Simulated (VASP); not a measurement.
Here is a VASP 6.6.1 calculation.

Contents of INCAR:

```
SYSTEM = Ti3ZnH
  ALGO = Normal
  EDIFF = 1E-6
  ENCUT = 520
  GGA = PE
  ISIF = 2
  ISMEAR = 0
  LASPH = .True.
  LCHARG = .True.
  LELF = .True.
  LREAL = .False.
  LVHAR = .True.
  LWAVE = .False.
  NBANDS = 32
  NELM = 60
  PREC = Accurate
  SIGMA = 0.1
```

KPOINTS

```
k-points
0
Gamma
  10 10 10
  0 0 0
```

POSCAR

```
Ti3ZnH
1.0
    3.9646587763      0.0000000000      0.0000000000
    0.0000000000      3.9646587763      0.0000000000
    0.0000000000      0.0000000000      3.9646587763
Ti Zn H
3 1 1
Direct
    0.0000000000      0.5000000000      0.5000000000
    0.5000000000      0.5000000000      0.0000000000
    0.5000000000      0.0000000000      0.5000000000
    0.0000000000      0.0000000000      0.0000000000
    0.5000000000      0.5000000000      0.5000000000
```

Potentials or basis: VASP PAW PBE potentials, release 64 (Ti_sv, Zn, H).

The run is started by

```sh
$ cat potpaw_PBE.64/Ti_sv/POTCAR potpaw_PBE.64/Zn/POTCAR potpaw_PBE.64/H/POTCAR > POTCAR
$ mpirun -np 1 vasp_std > vasp.out
```

(1) Estimate the pressure.

## Answers

(1) 8.3 GPa.
